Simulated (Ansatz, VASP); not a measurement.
Cd: VASP beside Ansatz

INCAR

```
ALGO = Normal
EDIFF = 1E-6
EDIFFG = -0.04
ENCUT = 600
GGA = PE
IBRION = 2
ISIF = 3
ISMEAR = 0
LASPH = T
LCHARG = F
LREAL = F
LWAVE = F
NELM = 100
NSW = 90
PREC = Accurate
SIGMA = 0.1
```

Contents of KPOINTS:

```
k-points
0
Gamma
  4 4 4
```

POSCAR

```
Cd
1.0
   -3.6279528498      3.6279528498      3.6279528498
    3.6279528498     -3.6279528498      3.6279528498
    3.6279528498      3.6279528498     -3.6279528498
Cd
8
Direct
    0.2060000000      0.2060000000      0.2060000000
    0.5000000000      0.0000000000      0.2940000000
    0.2940000000      0.5000000000      0.0000000000
    0.0000000000      0.2940000000      0.5000000000
    0.7940000000      0.7940000000      0.7940000000
    0.5000000000      0.0000000000      0.7060000000
    0.7060000000      0.5000000000      0.0000000000
    0.0000000000      0.7060000000      0.5000000000
```

Input for Ansatz:

```yaml
crystal:
  lattice:
    - [-3.6279528498, 3.6279528498, 3.6279528498]
    - [3.6279528498, -3.6279528498, 3.6279528498]
    - [3.6279528498, 3.6279528498, -3.6279528498]
  atoms:
    - { symbol: Cd, position: [0.206, 0.206, 0.206] }
    - { symbol: Cd, position: [0.5, 0.0, 0.294] }
    - { symbol: Cd, position: [0.294, 0.5, 0.0] }
    - { symbol: Cd, position: [0.0, 0.294, 0.5] }
    - { symbol: Cd, position: [0.794, 0.794, 0.794] }
    - { symbol: Cd, position: [0.5, 0.0, 0.706] }
    - { symbol: Cd, position: [0.706, 0.5, 0.0] }
    - { symbol: Cd, position: [0.0, 0.706, 0.5] }
basis:
  ecutwfc: 420
kpoints:
  mp_grid: { grid: [4, 4, 4] }
hamiltonian:
  xc: pbe
scf:
  occupations: { method: gaussian, width: 0.1 }
  lower_state_search: "off"
output:
  forces: true
  stress: true
  eigenvalues: true
relax:
  adjacent_minimum: "off"
  f_tol: 0.04
  max_steps: 70
  cell: { stress_tol: 0.4 }
```

Alike in both runs: task relaxation of cell and atoms; functional PBE; k mesh 4 × 4 × 4; occupations gaussian, width 0.1 eV; no spin polarisation.

|  | VASP | Ansatz |
| --- | --- | --- |
| version | VASP 6.6.1 | Ansatz 0.2.0 |
| potentials or method | VASP PAW PBE potentials, release 64 (Cd), cutoff 600 eV | scalar-relativistic, plane waves, PAW |
| valence electrons in the cell | 96 | 160 |

```tsv
	VASP	Ansatz	Ansatz less VASP
gap on the k mesh at the Fermi level, each at its own relaxed structure (eV)	none	none	-
relaxed volume (Å³/atom)	32.17	32.03	-0.141
relaxed cell length with the largest relative difference (Å)	6.941	6.930	-0.0102
```

A gap of «none» marks a metal or a gap that the smearing closes. VASP's potentials hold 96 valence electrons a cell and Ansatz's 160, so a difference there can come from the potentials and not from the codes.

Noted on VASP's run: the volume moved by over 15 % at a fixed basis, so the end points are rough.
